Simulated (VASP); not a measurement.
Here is a VASP 6.6.1 calculation.

The input INCAR:

```
SYSTEM = GeW
  PREC = Accurate
  ENCUT = 520
  EDIFF = 1E-6
  ISMEAR = 0
  SIGMA = 0.02
  LREAL = .FALSE.
  LASPH = .TRUE.
  NELM = 80
  ALGO = Normal
  ISIF = 2
  LWAVE = .FALSE.
  LCHARG = .FALSE.
  GGA = PE
  NBANDS = 21
```

KPOINTS

```
regular mesh
0
G
  9 9 9
  0 0 0
```

The input POSCAR:

```
GeW
1.0
    0.0000000000      2.5776100000      2.5776100000
    2.5776100000      0.0000000000      2.5776100000
    2.5776100000      2.5776100000      0.0000000000
Ge W
1 1
Direct
    0.5000000000      0.5000000000      0.5000000000
    0.0000000000      0.0000000000      0.0000000000
```

Potentials or basis: VASP PAW PBE potentials, release 64 (Ge_d, W_sv).

Launch:

```sh
$ cat potpaw_PBE.64/Ge_d/POTCAR potpaw_PBE.64/W_sv/POTCAR > POTCAR
$ mpirun -np 1 vasp_std > vasp.out
```

Q: Estimate the band gap on the k mesh.

A: Zero (bands 14 and 15 overlap by 1.71 eV).

Q: Estimate the pressure.

A: 0.4 GPa.

Caveat: spin-orbit coupling is left out, which moves the levels of the heavy elements.
